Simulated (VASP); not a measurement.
# ZrB2 (Pmmm) in VASP: notebook

Runs on ZrB2. Level: PBE. Tasks: single point, relaxation of cell and atoms.

Everything below comes from runs of VASP 6.6.1. Logs are shortened: lines on timing, memory, paths and dates and some standing lists are left out, and cuts for length are marked.

## Step 1: The cell of the first run

It takes space group Pmmm (No. 47, orthorhombic). The conventional cell has a = 2.856 Å, b = 3.559 Å, c = 3.622 Å, α = 90.00°, β = 90.00°, γ = 90.00°. Within 2.4 Å of Zr (site symmetry mmm) lie 2 B at 1.81 Å. Within 2.4 Å of B (site symmetry mmm) lie 2 B at 1.78 Å. B (site symmetry mmm) has 2 B at 1.78 Å and 2 Zr at 1.81 Å within 2.4 Å.

The cell was generated, and may not be a known phase.

## Step 2: Single point, PBE

The input, INCAR:

```
ALGO     = Normal         # electronic algorithm
EDIFF    = 1E-7           # SCF threshold, eV
ENCUT    = 520            # plane-wave cutoff, eV
GGA      = PE             # functional
ISIF     = 2              # what is computed and relaxed
ISMEAR   = 0              # smearing method
LASPH    = True           # aspherical terms in the spheres
LCHARG   = False          # write CHGCAR
LREAL    = False          # projectors in reciprocal space
LWAVE    = False          # write WAVECAR
NBANDS   = 16             # bands
NELM     = 80             # most SCF steps
PREC     = Accurate       # precision mode
SIGMA    = 0.1            # smearing width, eV
```

The input, KPOINTS:

```
k-points
0
Gamma
  6 6 6
```

The input, POSCAR:

```
ZrB2
1.0
    2.8562828800      0.0000000000      0.0000000000
    0.0000000000      3.5587868000      0.0000000000
    0.0000000000      0.0000000000      3.6215816000
Zr B
1 2
Direct
    0.5000000000      0.0000000000      0.0000000000
    0.5000000000      0.5000000000      0.5000000000
    0.5000000000      0.0000000000      0.5000000000
```

Potentials or basis: VASP PAW PBE potentials, release 64 (Zr_sv, B).

Run with:

```
cat potpaw_PBE.64/Zr_sv/POTCAR potpaw_PBE.64/B/POTCAR > POTCAR
mpirun -np 1 vasp_std > vasp.out
```

OUTCAR:

```text
EDIFF = 1E-7
   ENCUT = 520
   GGA = PE
   ISIF = 2
   ISMEAR = 0
   LASPH = True
   LREAL = False
   NELM = 80
   PREC = Accurate

 ion  position               nearest neighbor table
   1  0.500  0.000  0.000-   3 1.81   3 1.81   2 2.54   2 2.54   2 2.54   2 2.54
   2  0.500  0.500  0.500-   3 1.78   3 1.78   1 2.54   1 2.54   1 2.54   1 2.54
   3  0.500  0.000  0.500-   2 1.78   2 1.78   1 1.81   1 1.81

  LATTYP: Found a simple orthorhombic cell.
 ALAT       =     2.8562828800
 B/A-ratio  =     1.2459504011
 C/A-ratio  =     1.2679351984

  Lattice vectors:

 A1 = (   2.8562828800,   0.0000000000,   0.0000000000)
 A2 = (   0.0000000000,   3.5587868000,   0.0000000000)
 A3 = (   0.0000000000,   0.0000000000,   3.6215816000)

Analysis of symmetry for initial positions (statically):
=====================================================================
 Subroutine PRICEL returns:
 Original cell was already a primitive cell.

 Routine SETGRP: Setting up the symmetry group for a
 simple orthorhombic supercell.

 Subroutine GETGRP returns: Found  8 space group operations
 (whereof  8 operations were pure point group operations)
 out of a pool of  8 trial point group operations.

The static configuration has the point symmetry D_2h.

Analysis of symmetry for dynamics (positions and initial velocities):
=====================================================================
 Subroutine PRICEL returns:
 Original cell was already a primitive cell.

 Routine SETGRP: Setting up the symmetry group for a
 simple orthorhombic supercell.

 Subroutine GETGRP returns: Found  8 space group operations
 (whereof  8 operations were pure point group operations)
 out of a pool of  8 trial point group operations.

The dynamic configuration has the point symmetry D_2h.

 Subroutine INISYM returns: Found  8 space group operations
 (whereof  8 operations are pure point group operations),
 and found     1 'primitive' translations

----------------------------------------------------------------------------------------

                                     Primitive cell

  volume of cell :      36.8130

  direct lattice vectors                    reciprocal lattice vectors
[... 86 lines left out ...]
   LASPH  =      T    aspherical Exc in radial PAW
   ENCUT  =  520.0 eV  38.22 Ry    6.18 a.u.   5.31  6.62  6.73*2*pi/ulx,y,z
   NELM   =     80;   NELMIN=  2; NELMDL= -5     # of ELM steps
   EDIFF  = 0.1E-06   stopping-criterion for ELM
   LREAL  =      F    real-space projection
   EDIFFG = 0.1E-05   stopping-criterion for IOM
   NSW    =      0    number of steps for IOM
   IBRION =     -1    ionic relax: 0-MD 1-quasi-New 2-CG
   NFREE  =      0    steps in history (QN), initial steepest desc. (CG)
   ISIF   =      2    stress and relaxation
   ISYM   =      2    0-nonsym 1-usesym 2-fastsym
   POTIM  = 0.5000    time-step for ionic-motion
   TEBEG  =    0.0;   TEEND  =   0.0 temperature during run
   PSTRESS=    0.0 pullay stress
   NELECT =      18.0000    total number of electrons
   NUPDOWN=      -1.0000    fix difference up-down
   EMIN   =  10.00;   EMAX   =-10.00  energy-range for DOS
   EFERMI =   0.00;   METHOD = LEGACY
   ISMEAR =     0;   SIGMA  =   0.10  broadening in eV -4-tet -1-fermi 0-gaus
   EFERMI_NEDOS =   21; number of points for ismear=-14 and -15
   IALGO  =     38    algorithm
   IMIX   =      4    mixing-type and parameters
     AMIX     =   0.40;   BMIX     =  1.00
     AMIX_MAG =   1.60;   BMIX_MAG =  1.00
  volume/ion in A,a.u.               =      12.27        82.81
  Fermi-wavevector in a.u.,A,eV,Ry     =   1.289729  2.437235 22.631948  1.663401
  Thomas-Fermi vector in A             =   2.421604
   LORBIT       =      0    0 simple, 1 ext, 2 COOP (PROOUT), +10 PAW based schemes
   GGA     = PE    functional components
   LHFCALC =     F    Hartree Fock is set to
   AEXX    =    0.0000 exact exchange contribution
   IVDW    =     0    specifies the selected vdW correction
   LEPSILON=     F    determine dielectric tensor
   LRPA    =     F    only Hartree local field effects (RPA)
 non-spin polarized calculation
 Gauss-broadening in eV      SIGMA  =   0.10
  energy-cutoff  :      520.00
  volume of cell :       36.81
 maximum number of plane-waves:      1015
 NGX is ok and might be reduce to    24
   NGX = 11   NGY = 13   NGZ = 13

 number of electron      18.0000000 magnetization

 Free energy of the ion-electron system (eV)
  ---------------------------------------------------
  ext. energy  EPLUGINS =         0.00000000
  ---------------------------------------------------
  free energy    TOTEN  =       -16.41722372 eV

  energy without entropy =      -16.40679387  energy(sigma->0) =      -16.41200879

 E-fermi :   7.6623     XC(G=0): -11.2740

 val. band max:        7.6449878198   @ k =   0.5000   0.5000   0.0000
 cond. band min:       7.6756139519   @ k =   0.1667   0.0000   0.5000
 fundamental gap:      0.0306261321
 Fermi energy:         7.6623151136

 k-point     1 :       0.0000    0.0000    0.0000
  band No.  band energies     occupation
      1     -40.3995      2.00000
      2     -19.5329      2.00000
      3     -18.2667      2.00000
      4     -17.8629      2.00000
      5      -3.3389      2.00000
      6       3.4741      2.00000
[... 433 lines left out ...]
      3     -19.2465      2.00000
      4     -18.1424      2.00000
      5      -0.7135      2.00000
      6       2.6096      2.00000
[... 8 lines left out ...]
     15      15.1291      0.00000
     16      15.6546      0.00000

 [... further k-points ...]

------------------------ aborting loop because EDIFF is reached ----------------------------------------

  FORCE on cell =-STRESS in cart. coord.  units (eV):
  Direction    XX          YY          ZZ          XY          YZ          ZX
  --------------------------------------------------------------------------------------
  -------------------------------------------------------------------------------------
  Total        4.3383422     -7.7284592     30.1890953      0.0000000      0.0000000      0.0000000
  in kB      188.8134488   -336.3582150   1313.8906372      0.0000000      0.0000000      0.0000000
  external PRESSURE =     388.7819570 kB  Pullay stress =       0.0000000 kB

 VOLUME and BASIS-vectors are now :
 -----------------------------------------------------------------------------
  energy-cutoff  :      520.00
  volume of cell :       36.81
      direct lattice vectors                 reciprocal lattice vectors
     2.856282880  0.000000000  0.000000000     0.350105379  0.000000000  0.000000000
     0.000000000  3.558786800  0.000000000     0.000000000  0.280994636  0.000000000
     0.000000000  0.000000000  3.621581600     0.000000000  0.000000000  0.276122454

 POSITION                                       TOTAL-FORCE (eV/Angst)
 -----------------------------------------------------------------------------------
      1.42814      0.00000      0.00000         0.000000      0.000000      0.000000
      1.42814      1.77939      1.81079         0.000000      0.000000      0.000000
      1.42814      0.00000      1.81079         0.000000      0.000000      0.000000
 -----------------------------------------------------------------------------------
    total drift:                                0.000000      0.000000     -0.000000

  FREE ENERGIE OF THE ION-ELECTRON SYSTEM (eV)
  ---------------------------------------------------
  free  energy   TOTEN  =       -16.4172237168 eV

  energy  without entropy=      -16.4067938664  energy(sigma->0) =      -16.41200879
```

OSZICAR:

```text
N       E                     dE             d eps       ncg     rms          rms(c)
DAV:   1     0.113284784668E+03    0.11328E+03   -0.95427E+03  2048   0.109E+03
DAV:   2    -0.128642271276E+02   -0.12615E+03   -0.12028E+03  2736   0.287E+02
DAV:   3    -0.194888869007E+02   -0.66247E+01   -0.65444E+01  3616   0.517E+01
DAV:   4    -0.195674221016E+02   -0.78535E-01   -0.78482E-01  2392   0.523E+00
DAV:   5    -0.195692992246E+02   -0.18771E-02   -0.18771E-02  2920   0.527E-01    0.322E+01
DAV:   6    -0.164782413463E+02    0.30911E+01   -0.91790E+00  2488   0.184E+01    0.109E+01
DAV:   7    -0.164200648799E+02    0.58176E-01   -0.83041E-01  2448   0.561E+00    0.627E+00
DAV:   8    -0.164174356613E+02    0.26292E-02   -0.74011E-02  2984   0.161E+00    0.195E+00
DAV:   9    -0.164181640120E+02   -0.72835E-03   -0.17848E-02  2512   0.968E-01    0.183E-01
DAV:  10    -0.164173162949E+02    0.84772E-03   -0.29011E-03  2432   0.395E-01    0.121E-01
DAV:  11    -0.164172281365E+02    0.88158E-04   -0.48082E-04  2552   0.164E-01    0.300E-02
DAV:  12    -0.164172244472E+02    0.36893E-05   -0.39916E-05  2472   0.425E-02    0.955E-03
DAV:  13    -0.164172238169E+02    0.63037E-06   -0.99746E-07  2584   0.891E-03    0.307E-03
DAV:  14    -0.164172235548E+02    0.26202E-06   -0.40633E-07  2360   0.520E-03    0.222E-03
DAV:  15    -0.164172236902E+02   -0.13534E-06   -0.48466E-08  1200   0.228E-03    0.229E-04
DAV:  16    -0.164172237168E+02   -0.26629E-07   -0.79774E-09  1128   0.871E-04
   1 F= -.16417224E+02 E0= -.16412009E+02  d E =-.104299E-01
```

stdout:

```text
POSCAR found type information on POSCAR ZrB
 POSCAR found :  2 types and       3 ions
 scaLAPACK will be used
 LDA part: xc-table for (Slater+PW92), standard interpolation
 POSCAR, INCAR and KPOINTS ok, starting setup
 FFT: planning ... GRIDC
 FFT: planning ... GRID_SOFT
 FFT: planning ... GRID
 WAVECAR not read
 entering main loop
```

Wall time 31 s (1 thread of Intel Xeon Platinum 8488C (Sapphire Rapids), shared host); peak memory 0.16 GiB.

What came out:

- Free energy: -16.4172 eV
- Pressure: 38.9 GPa
- Band gap on the k mesh: zero (bands 9 and 10 overlap by 3.90 eV)

Caveat: the k points lie up to 0.37 Å⁻¹ apart, too coarse for converged energies and pressures of a metal.

[end of part 1 of 2]

The gap in the log of VASP goes by the Fermi energy; the results here count the filled bands.